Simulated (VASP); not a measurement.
Input of a VASP 6.6.1 run:

POSCAR

```
TiSi
1.0
    0.0000000000      2.5426168462      2.5426168462
    2.5426168462      0.0000000000      2.5426168462
    2.5426168462      2.5426168462      0.0000000000
Ti Si
1 1
Direct
    0.0000000000      0.0000000000      0.0000000000
    0.5000000000      0.5000000000      0.5000000000
```

The input INCAR.step1:

```
PREC     = Accurate       # precision mode
ENCUT    = 600            # plane-wave cutoff, eV
ISMEAR   = 0              # smearing method
SIGMA    = 0.1            # smearing width, eV
LREAL    = False          # projectors in reciprocal space
LASPH    = True           # aspherical terms in the spheres
NELM     = 80             # most SCF steps
GGA      = PE             # functional
ALGO     = Normal         # electronic algorithm
EDIFF    = 1E-4           # SCF threshold, eV
LWAVE    = True           # write WAVECAR
LCHARG   = False          # write CHGCAR
```

File INCAR.step2:

```
PREC     = Accurate       # precision mode
ENCUT    = 600            # plane-wave cutoff, eV
EDIFF    = 1E-6           # SCF threshold, eV
ISMEAR   = 0              # smearing method
SIGMA    = 0.1            # smearing width, eV
LREAL    = False          # projectors in reciprocal space
LASPH    = True           # aspherical terms in the spheres
NELM     = 80             # most SCF steps
ALGO     = Normal         # electronic algorithm
ISIF     = 3              # what is computed and relaxed
LWAVE    = False          # write WAVECAR
LCHARG   = False          # write CHGCAR
METAGGA  = R2SCAN         # meta-GGA
LMIXTAU  = True         
IBRION   = 2              # ionic algorithm
NSW      = 80             # ionic steps
EDIFFG   = -0.01          # ionic threshold
ISTART   = 1
```

File KPOINTS:

```
regular mesh
0
Gamma
  14 14 14
```

Potentials or basis: VASP PAW PBE potentials, release 64 (Ti_sv, Si).

Launch:

```bash
$ cat potpaw_PBE.64/Ti_sv/POTCAR potpaw_PBE.64/Si/POTCAR > POTCAR
$ cp INCAR.step1 INCAR
$ mpirun -np 1 vasp_std > vasp.out
$ cp INCAR.step2 INCAR
$ mpirun -np 1 vasp_std > vasp.out
```

Predict the space group after relaxing (to 0.1 Å).

Fm-3m (No. 225).

Estimate the relaxed cell.

a = 3.601 Å, b = 3.601 Å, c = 3.601 Å, α = 60.00°, β = 60.00°, γ = 60.00°.

Estimate the relaxed volume.

16.50 Å³/atom.

Predict the band gap on the k mesh.

zero (bands 8 and 9 overlap by 0.35 eV).

Final structure:
```xyz
2
Lattice="0.0000 2.5460 2.5460 2.5460 0.0000 2.5460 2.5460 2.5460 0.0000" Properties=species:S:1:pos:R:3 pbc="T T T"
Ti    0.0000    0.0000    0.0000
Si    2.5460    2.5460    2.5460
```

Caveat: the PAW data sets were made with another functional, which shifts forces and pressure a little.
